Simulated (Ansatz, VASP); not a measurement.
**Two plane-wave programs on TaN**

File POSCAR:

```
TaN
1.0
    0.0000000000      2.1790000000      2.1790000000
    2.1790000000      0.0000000000      2.1790000000
    2.1790000000      2.1790000000      0.0000000000
Ta N
1 1
Direct
    0.4885268472      0.4885268472      0.5114731528
    0.0000000000      0.0000000000      0.0000000000
```

File INCAR.step1:

```
  ALGO = Normal
  EDIFF = 1E-4
  ENCUT = 520
  GGA = PE
  ISMEAR = 0
  LASPH = T
  LCHARG = F
  LREAL = F
  LWAVE = T
  NBANDS = 15
  NELM = 80
  PREC = Accurate
  SIGMA = 0.15
```

The input INCAR.step2:

```
  ALGO = Normal
  EDIFF = 1E-6
  ENCUT = 520
  ISIF = 2
  ISMEAR = 0
  ISTART = 1
  LASPH = T
  LCHARG = F
  LMIXTAU = T
  LREAL = F
  LWAVE = F
  METAGGA = R2SCAN
  NBANDS = 15
  NELM = 80
  PREC = Accurate
  SIGMA = 0.15
```

Contents of KPOINTS:

```
k-points
0
Gamma
  18 18 18
```

Input for Ansatz:

```yaml
crystal:
  lattice:
    - [0.0, 2.179, 2.179]
    - [2.179, 0.0, 2.179]
    - [2.179, 2.179, 0.0]
  atoms:
    - { symbol: Ta, position: [0.4885268472, 0.4885268472, 0.5114731528] }
    - { symbol: "N", position: [0.0, 0.0, 0.0] }
basis:
  ecutwfc: 500
kpoints:
  mp_grid: { grid: [18, 18, 18] }
hamiltonian:
  xc: r2scan
scf:
  occupations: { method: gaussian, width: 0.15 }
output:
  forces: true
  stress: true
  eigenvalues: true
```

Change from the starting cell: all Ta atoms moved -0.050 Å, as atom 1 along Cartesian [0 0 1].

Alike in both runs: task single point; functional r2SCAN; k mesh 18 × 18 × 18; occupations gaussian, width 0.15 eV; no spin polarisation.

|  | VASP | Ansatz |
| --- | --- | --- |
| version | VASP 6.6.1 | Ansatz 0.2.0 |
| potentials or method | VASP PAW PBE potentials, release 64 (Ta_pv, N), cutoff 520 eV | scalar-relativistic, plane waves, PAW |
| valence electrons in the cell | 16 | 18 |

```tsv
	VASP	Ansatz	Ansatz less VASP
gap on the k mesh at the Fermi level (eV)	none	none	-
pressure (GPa)	12.4	10.2	-2.15
traceless stress, the component that is largest in VASP (GPa)	0.92	0.89	-0.030
rms of the force components (eV/Å)	0.249	0.258	+0.0088
```

VASP's potentials were made for PBE, not for r2SCAN. Atom by atom the forces differ by 0.009 eV/Å (rms over components). A gap of «none» marks a metal or a gap that the smearing closes. VASP's potentials hold 16 valence electrons a cell and Ansatz's 18, so a difference there can come from the potentials and not from the codes.

Spin-orbit coupling is off throughout.
